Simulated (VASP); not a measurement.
# OsCl3 (Pm-3m) in VASP: single point with PBE+U

Aim: the single point of OsCl3 with PBE+U.

Everything below comes from runs of VASP 6.6.1. Logs are shortened: lines on timing, memory, paths and dates and some standing lists are left out, and cuts for length are marked.

## (1) The cell of the first run

The structure is cubic, space group Pm-3m (No. 221). Conventional cell: a = 4.819 Å, b = 4.819 Å, c = 4.819 Å, α = 90.00°, β = 90.00°, γ = 90.00°. Os (site symmetry m-3m) has 6 Cl at 2.41 Å within 3.2 Å. Cl (site symmetry 4/mmm) has 2 Os at 2.41 Å within 3.2 Å.

## (2) Single point, PBE+U

Contents of INCAR:

```
SYSTEM = OsCl3
PREC = Accurate ; ENCUT = 520
EDIFF = 1E-7 ; ISMEAR = 0
SIGMA = 0.05 ; LREAL = .False.
LASPH = .True. ; NELM = 150
ALGO = Normal ; ISIF = 2
LWAVE = .False. ; LCHARG = .True.
LMAXMIX = 4 ; LDAU = .True.
LDAUTYPE = 2 ; LDAUL = 2 -1
LDAUU = 2 0 ; LDAUJ = 0 0
LDAUPRINT = 1 ; GGA = PE
LELF = .True. ; LVHAR = .True.
NBANDS = 22
```

Contents of KPOINTS:

```
Automatic mesh
0
Gamma
  6 6 6
  0 0 0
```

Contents of POSCAR:

```
OsCl3
1.0
    4.8189849265      0.0000000000      0.0000000000
    0.0000000000      4.8189849265      0.0000000000
    0.0000000000      0.0000000000      4.8189849265
Os Cl
1 3
Direct
    0.0000000000      0.0000000000      0.0000000000
    0.5000000000      0.0000000000      0.0000000000
    0.0000000000      0.0000000000      0.5000000000
    0.0000000000      0.5000000000      0.0000000000
```

Potentials or basis: VASP PAW PBE potentials, release 64 (Os, Cl).

The run is started by

```bash
cat potpaw_PBE.64/Os/POTCAR potpaw_PBE.64/Cl/POTCAR > POTCAR
mpirun -np 1 vasp_std > vasp.out
```

OUTCAR:

```text
SYSTEM = OsCl3
   PREC = Accurate
   ENCUT = 520
   EDIFF = 1E-7
   ISMEAR = 0
   LREAL = .False.
   LASPH = .True.
   NELM = 150
   ISIF = 2
   GGA = PE

 ion  position               nearest neighbor table
   1  0.000  0.000  0.000-   2 2.41   3 2.41   4 2.41   3 2.41   4 2.41   2 2.41
   2  0.500  0.000  0.000-   1 2.41   1 2.41
   3  0.000  0.000  0.500-   1 2.41   1 2.41
   4  0.000  0.500  0.000-   1 2.41   1 2.41

  LATTYP: Found a simple cubic cell.
 ALAT       =     4.8189849265

  Lattice vectors:

 A1 = (   4.8189849265,   0.0000000000,   0.0000000000)
 A2 = (   0.0000000000,   4.8189849265,   0.0000000000)
 A3 = (   0.0000000000,   0.0000000000,   4.8189849265)

Analysis of symmetry for initial positions (statically):
=====================================================================
 Subroutine PRICEL returns:
 Original cell was already a primitive cell.

 Routine SETGRP: Setting up the symmetry group for a
 simple cubic supercell.

 Subroutine GETGRP returns: Found 48 space group operations
 (whereof 48 operations were pure point group operations)
 out of a pool of 48 trial point group operations.

The static configuration has the point symmetry O_h .

Analysis of symmetry for dynamics (positions and initial velocities):
=====================================================================
 Subroutine PRICEL returns:
 Original cell was already a primitive cell.

 Routine SETGRP: Setting up the symmetry group for a
 simple cubic supercell.

 Subroutine GETGRP returns: Found 48 space group operations
 (whereof 48 operations were pure point group operations)
 out of a pool of 48 trial point group operations.

The dynamic configuration has the point symmetry O_h .

 Subroutine INISYM returns: Found 48 space group operations
 (whereof 48 operations are pure point group operations),
 and found     1 'primitive' translations

----------------------------------------------------------------------------------------

                                     Primitive cell

  volume of cell :     111.9094

  direct lattice vectors                    reciprocal lattice vectors
     4.818984926  0.000000000  0.000000000     0.207512581  0.000000000  0.000000000
     0.000000000  4.818984926  0.000000000     0.000000000  0.207512581  0.000000000
     0.000000000  0.000000000  4.818984926     0.000000000  0.000000000  0.207512581

  length of vectors
     4.818984926  4.818984926  4.818984926     0.207512581  0.207512581  0.207512581

  position of ions in fractional coordinates (direct lattice)
     0.000000000  0.000000000  0.000000000
     0.500000000  0.000000000  0.000000000
     0.000000000  0.000000000  0.500000000
     0.000000000  0.500000000  0.000000000

  ion indices of the primitive-cell ions
   primitive index   ion index
                 1           1
                 2           2
                 3           3
                 4           4

----------------------------------------------------------------------------------------

 KPOINTS: Automatic mesh

Automatic generation of k-mesh.
 Grid dimensions read from file:
 generate k-points for:    6    6    6

 Generating k-lattice:

  Cartesian coordinates                     Fractional coordinates (reciprocal lattice)
     0.034585430  0.000000000  0.000000000     0.166666667  0.000000000  0.000000000
     0.000000000  0.034585430  0.000000000     0.000000000  0.166666667  0.000000000
     0.000000000  0.000000000  0.034585430     0.000000000  0.000000000  0.166666667

  Length of vectors
     0.034585430  0.034585430  0.034585430

  Shift w.r.t. Gamma in fractional coordinates (k-lattice)
     0.000000000  0.000000000  0.000000000

 Subroutine IBZKPT returns following result:
 ===========================================

 Found     20 irreducible k-points:

 Following reciprocal coordinates:
            Coordinates               Weight
  0.000000  0.000000  0.000000      1.000000
  0.166667  0.000000  0.000000      6.000000
  0.333333  0.000000  0.000000      6.000000
  0.500000  0.000000  0.000000      3.000000
  0.166667  0.166667  0.000000     12.000000
  0.333333  0.166667  0.000000     24.000000
[... 12 lines left out ...]
  0.500000  0.500000  0.333333      6.000000
  0.500000  0.500000  0.500000      1.000000
   k-points           NKPTS =     20   k-points in BZ     NKDIM =     20   number of bands    NBANDS=     22
   number of dos      NEDOS =    301   number of ions     NIONS =      4
   total plane-waves  NPLWV =  46656
   dimension x,y,z NGX =    36 NGY =   36 NGZ =   36
   dimension x,y,z NGXF=    72 NGYF=   72 NGZF=   72
   ions per type =               1   3
   NGX,Y,Z   is equivalent  to a cutoff of  12.42, 12.42, 12.42 a.u.
   NGXF,Y,Z  is equivalent  to a cutoff of  24.84, 24.84, 24.84 a.u.
 SYSTEM =  OsCl3
   PREC   = accura    normal or accurate (medium, high low for compatibility)
   ISTART =      0    job   : 0-new  1-cont  2-samecut
   ICHARG =      2    charge: 1-file 2-atom 10-const
   ISPIN  =      1    spin polarized calculation?
   LNONCOLLINEAR =      F non collinear calculations
   LSORBIT =      F    spin-orbit coupling
   LASPH  =      T    aspherical Exc in radial PAW
   ENCUT  =  520.0 eV  38.22 Ry    6.18 a.u.   8.96  8.96  8.96*2*pi/ulx,y,z
   NELM   =    150;   NELMIN=  2; NELMDL= -5     # of ELM steps
   EDIFF  = 0.1E-06   stopping-criterion for ELM
   LREAL  =      F    real-space projection
   EDIFFG = 0.1E-05   stopping-criterion for IOM
   NSW    =      0    number of steps for IOM
   IBRION =     -1    ionic relax: 0-MD 1-quasi-New 2-CG
   NFREE  =      0    steps in history (QN), initial steepest desc. (CG)
   ISIF   =      2    stress and relaxation
   ISYM   =      2    0-nonsym 1-usesym 2-fastsym
   POTIM  = 0.5000    time-step for ionic-motion
   TEBEG  =    0.0;   TEEND  =   0.0 temperature during run
   PSTRESS=    0.0 pullay stress
   NELECT =      29.0000    total number of electrons
   NUPDOWN=      -1.0000    fix difference up-down
   EMIN   =  10.00;   EMAX   =-10.00  energy-range for DOS
   EFERMI =   0.00;   METHOD = LEGACY
   ISMEAR =     0;   SIGMA  =   0.05  broadening in eV -4-tet -1-fermi 0-gaus
   EFERMI_NEDOS =   21; number of points for ismear=-14 and -15
   IALGO  =     38    algorithm
   IMIX   =      4    mixing-type and parameters
     AMIX     =   0.40;   BMIX     =  1.00
     AMIX_MAG =   1.60;   BMIX_MAG =  1.00
  volume/ion in A,a.u.               =      27.98       188.80
  Fermi-wavevector in a.u.,A,eV,Ry     =   1.043723  1.972351 14.821612  1.089358
  Thomas-Fermi vector in A             =   2.178445
   LORBIT       =      0    0 simple, 1 ext, 2 COOP (PROOUT), +10 PAW based schemes
 LDA+U is selected, type is set to LDAUTYPE =  2
   angular momentum for each species LDAUL =     2   -1
   U (eV)           for each species LDAUU =   2.0  0.0
   J (eV)           for each species LDAUJ =   0.0  0.0
   GGA     = PE    functional components
   LHFCALC =     F    Hartree Fock is set to
   AEXX    =    0.0000 exact exchange contribution
   IVDW    =     0    specifies the selected vdW correction
   LEPSILON=     F    determine dielectric tensor
   LRPA    =     F    only Hartree local field effects (RPA)
 non-spin polarized calculation
 Gauss-broadening in eV      SIGMA  =   0.05
  energy-cutoff  :      520.00
  volume of cell :      111.91
 maximum number of plane-waves:      3040
 NGX is ok and might be reduce to    36
   NGX = 17   NGY = 17   NGZ = 17

atom =   1  type =  1  l = 2

 onsite density matrix

spin component  1

  0.7973 -0.0000 -0.0000 -0.0000  0.0000
 -0.0000  0.7973 -0.0000 -0.0000  0.0000
 -0.0000 -0.0000  0.3319 -0.0000 -0.0000
 -0.0000 -0.0000 -0.0000  0.7973 -0.0000
  0.0000  0.0000 -0.0000 -0.0000  0.3319

spin component  2

  0.7973 -0.0000 -0.0000 -0.0000  0.0000
 -0.0000  0.7973 -0.0000 -0.0000  0.0000
 -0.0000 -0.0000  0.3319 -0.0000 -0.0000
 -0.0000 -0.0000 -0.0000  0.7973 -0.0000
  0.0000  0.0000 -0.0000 -0.0000  0.3319

 occupancies and eigenvectors

  o =  0.3319  v =  0.0000 -0.0000 -0.5598  0.0000 -0.8286  0.0000  0.0000  0.0000  0.0000  0.0000      0.0000  0.0000  0.0000  0.0000  0.0000  0.0000  0.0000  0.0000  0.0000  0.0000
  o =  0.3319  v =  0.0000  0.0000  0.0000  0.0000  0.0000  0.0000 -0.0000 -0.5598  0.0000 -0.8286      0.0000  0.0000  0.0000  0.0000  0.0000  0.0000  0.0000  0.0000  0.0000  0.0000
  o =  0.3319  v =  0.0000  0.0000  0.8286  0.0000 -0.5598  0.0000  0.0000  0.0000  0.0000  0.0000      0.0000  0.0000  0.0000  0.0000  0.0000  0.0000  0.0000  0.0000  0.0000  0.0000
  o =  0.3319  v =  0.0000  0.0000  0.0000  0.0000  0.0000  0.0000  0.0000  0.8286  0.0000 -0.5598      0.0000  0.0000  0.0000  0.0000  0.0000  0.0000  0.0000  0.0000  0.0000  0.0000
  o =  0.7973  v =  0.0000  0.8492 -0.0000  0.5281  0.0000  0.0000  0.0000  0.0000  0.0000  0.0000      0.0000  0.0000  0.0000  0.0000  0.0000  0.0000  0.0000  0.0000  0.0000  0.0000
  o =  0.7973  v =  0.0000  0.0000  0.0000  0.0000  0.0000  0.0000  0.8492 -0.0000  0.5281  0.0000      0.0000  0.0000  0.0000  0.0000  0.0000  0.0000  0.0000  0.0000  0.0000  0.0000
  o =  0.7973  v =  0.0000  0.0000  0.0000  0.0000  0.0000  0.0000  0.5281 -0.0000 -0.8492 -0.0000      0.0000  0.0000  0.0000  0.0000  0.0000  0.0000  0.0000  0.0000  0.0000  0.0000
  o =  0.7973  v =  0.0000  0.5281 -0.0000 -0.8492 -0.0000  0.0000  0.0000  0.0000  0.0000  0.0000      0.0000  0.0000  0.0000  0.0000  0.0000  0.0000  0.0000  0.0000  0.0000  0.0000
  o =  0.7973  v =  0.0000  0.0000  0.0000  0.0000  0.0000  1.0000  0.0000  0.0000  0.0000  0.0000      0.0000  0.0000  0.0000  0.0000  0.0000  0.0000  0.0000  0.0000  0.0000  0.0000
  o =  0.7973  v =  1.0000  0.0000  0.0000  0.0000  0.0000  0.0000  0.0000  0.0000  0.0000  0.0000      0.0000  0.0000  0.0000  0.0000  0.0000  0.0000  0.0000  0.0000  0.0000  0.0000

 number of electron      28.9999999 magnetization

 Free energy of the ion-electron system (eV)
  ---------------------------------------------------
  ext. energy  EPLUGINS =         0.00000000
  ---------------------------------------------------
  free energy    TOTEN  =       -14.04722212 eV

  energy without entropy =      -14.03391492  energy(sigma->0) =      -14.04056852

 E-fermi :   0.6732     XC(G=0):  -8.0043

 val. band max:        0.6649832817   @ k =   0.5000   0.5000   0.1667
 cond. band min:       0.6752301004   @ k =   0.5000   0.1667   0.1667
 fundamental gap:      0.0102468187
 Fermi energy:         0.6732114403

 k-point     1 :       0.0000    0.0000    0.0000
  band No.  band energies     occupation
      1     -15.1432      2.00000
      2     -14.2360      2.00000
      3     -14.2359      2.00000
      4      -3.9950      2.00000
      5      -3.9950      2.00000
      6      -3.9950      2.00000
[... 14 lines left out ...]
     21       9.2261      0.00000
     22      11.5362      0.00000

 k-point     2 :       0.1667    0.0000    0.0000
  band No.  band energies     occupation
      1     -15.0768      2.00000
      2     -14.2340      2.00000
      3     -14.2334      2.00000
      4      -4.4852      2.00000
      5      -3.9550      2.00000
      6      -3.9550      2.00000
[... 14 lines left out ...]
     21       9.5866      0.00000
     22      11.3142      0.00000

 k-point     3 :       0.3333    0.0000    0.0000
  band No.  band energies     occupation
      1     -14.9366      2.00000
      2     -14.2301      2.00000
      3     -14.2286      2.00000
      4      -5.3461      2.00000
      5      -3.8411      2.00000
      6      -3.8411      2.00000
[... 14 lines left out ...]
     21      10.5196      0.00000
     22      10.9928      0.00000
[... 376 lines left out ...]
 k-point    19 :       0.5000    0.5000    0.3333
  band No.  band energies     occupation
      1     -14.2944      2.00000
      2     -14.2021      2.00000
      3     -14.2021      2.00000
      4      -6.5596      2.00000
      5      -5.2533      2.00000
      6      -5.0072      2.00000
[... 14 lines left out ...]
     21       8.2910      0.00000
     22      10.8814      0.00000

 k-point    20 :       0.5000    0.5000    0.5000
  band No.  band energies     occupation
      1     -14.1986      2.00000
      2     -14.1986      2.00000
      3     -14.1986      2.00000
      4      -6.7658      2.00000
      5      -5.2515      2.00000
      6      -5.2513      2.00000
[... 14 lines left out ...]
     21       7.6799      0.00000
     22      11.6378      0.00000

------------------------ aborting loop because EDIFF is reached ----------------------------------------

  FORCE on cell =-STRESS in cart. coord.  units (eV):
  Direction    XX          YY          ZZ          XY          YZ          ZX
  --------------------------------------------------------------------------------------
  -------------------------------------------------------------------------------------
  Total       -1.3806691     -1.3806691     -1.3806691      0.0000000      0.0000000     -0.0000000
  in kB      -19.7666686    -19.7666686    -19.7666686      0.0000000      0.0000000     -0.0000000
  external PRESSURE =     -19.7666686 kB  Pullay stress =       0.0000000 kB

 VOLUME and BASIS-vectors are now :
 -----------------------------------------------------------------------------
  energy-cutoff  :      520.00
  volume of cell :      111.91
      direct lattice vectors                 reciprocal lattice vectors
     4.818984926  0.000000000  0.000000000     0.207512581  0.000000000  0.000000000
     0.000000000  4.818984926  0.000000000     0.000000000  0.207512581  0.000000000
     0.000000000  0.000000000  4.818984926     0.000000000  0.000000000  0.207512581

 POSITION                                       TOTAL-FORCE (eV/Angst)
 -----------------------------------------------------------------------------------
      0.00000      0.00000      0.00000         0.000000      0.000000      0.000000
      2.40949      0.00000      0.00000         0.000000      0.000000      0.000000
      0.00000      0.00000      2.40949         0.000000      0.000000      0.000000
      0.00000      2.40949      0.00000         0.000000      0.000000      0.000000
 -----------------------------------------------------------------------------------
    total drift:                                0.000000      0.000000     -0.000000

  FREE ENERGIE OF THE ION-ELECTRON SYSTEM (eV)
  ---------------------------------------------------
  free  energy   TOTEN  =       -14.0472221190 eV

  energy  without entropy=      -14.0339149201  energy(sigma->0) =      -14.04056852
```

Wall time 53 s (1 thread of Intel Xeon 6975P-C (Granite Rapids), shared host); peak memory 0.21 GiB.

Results:

```yaml
Free_energy: -14.0472 eV
Pressure: -2.0 GPa
Band_gap_on_the_k_mesh: zero (an odd number of electrons rules out a gap without spin polarisation)
```

Eigenvalues of the final occupation matrices:
| site | spin | trace | eigenvalues |
| --- | --- | --- | --- |
| site 1 d | 1 | 3.06 | 0.33 0.33 0.80 0.80 0.80 |
| site 1 d | 2 | 3.06 | 0.33 0.33 0.80 0.80 0.80 |

Caveat: spin-orbit coupling is left out, which moves the levels of the heavy elements; an odd number of electrons without spin polarisation forces a metal; a magnetic or distorted state may lie lower; U without spin polarisation on a metal has little footing.
